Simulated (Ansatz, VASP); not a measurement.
**InSb: VASP beside Ansatz**

Contents of INCAR:

```
SYSTEM = InSb
PREC = Accurate
ENCUT = 520
EDIFF = 1E-8
ISMEAR = -1
SIGMA = 0.08
LREAL = .FALSE.
LASPH = .TRUE.
NELM = 60
ALGO = Normal
ISIF = 2
LWAVE = .FALSE.
LCHARG = .FALSE.
GGA = CA
LEFG = .TRUE.
NBANDS = 26
```

File KPOINTS:

```
Automatic mesh
0
G
  6 6 11
  0 0 0
```

The input POSCAR:

```
InSb
1.0
    5.3747974729      0.0000000000      0.0000000000
    0.0000000000      5.7309768836      0.0000000000
    0.0000000000      0.0000000000      3.0731761545
In Sb
2 2
Direct
    0.0000000000      0.0000000000      0.0000000000
    0.5000000000      0.5000000000      0.0000000000
    0.5000000000      0.0000000000      0.8350000000
    0.0000000000      0.5000000000      0.1650000000
```

Input for Ansatz:

```yaml
crystal:
  lattice:
    - [5.3747974729, 0.0, 0.0]
    - [0.0, 5.7309768836, 0.0]
    - [0.0, 0.0, 3.0731761545]
  atoms:
    - { symbol: In, position: [0.0, 0.0, 0.0] }
    - { symbol: In, position: [0.5, 0.5, 0.0] }
    - { symbol: Sb, position: [0.5, 0.0, 0.835] }
    - { symbol: Sb, position: [0.0, 0.5, 0.165] }
kpoints:
  mp_grid: { grid: [6, 6, 11] }
scf:
  occupations: { method: fermi_dirac, width: 0.08 }
hamiltonian:
  xc: lda
  pseudopotentials: { kind: paw }
output:
  forces: true
  stress: true
  eigenvalues: true
  efg: { contact_densities: true }
```

Change from the starting cell: volume scaled by 1.01, PAW files.

Alike in both runs: task electric field gradients; functional LDA; k mesh 6 × 6 × 11; occupations fermi-dirac, width 0.08 eV; no spin polarisation.

|  | VASP | Ansatz |
| --- | --- | --- |
| version | VASP 6.6.1 | Ansatz 0.2.0 |
| potentials or method | VASP PAW LDA potentials, release 64 (In_d, Sb) | PAW with Ansatz's default frozen-core files, scalar-relativistic |
| plane-wave cutoff (eV) | 520 | 420 |
| valence electrons in the cell | 36 | 56 |

Ansatz gave:

| Property | Result |
| --- | --- |
| pressure (GPa) | 10.5 |
| traceless stress, the component that is largest in VASP (GPa) | 10.68 |
| rms of the force components (eV/Å) | 0.257 |
| size of Vzz on the site where it differs most (V/Å²) | 74.8 |

**Question.** What did VASP give for the same quantities?

**Answer.** Pressure (GPa): 10.8; traceless stress, the component that is largest in VASP (GPa): 10.73; rms of the force components (eV/Å): 0.260; size of Vzz on the site where it differs most (V/Å²): 84.4.

LDA's correlation is that of Perdew and Zunger in VASP and of Perdew and Wang (1992) in Ansatz. Atom by atom the forces differ by 0.003 eV/Å (rms over components). VASP's potentials hold 36 valence electrons a cell and Ansatz's 56, so a difference there can come from the potentials and not from the codes.

Neither program's run includes spin-orbit coupling.
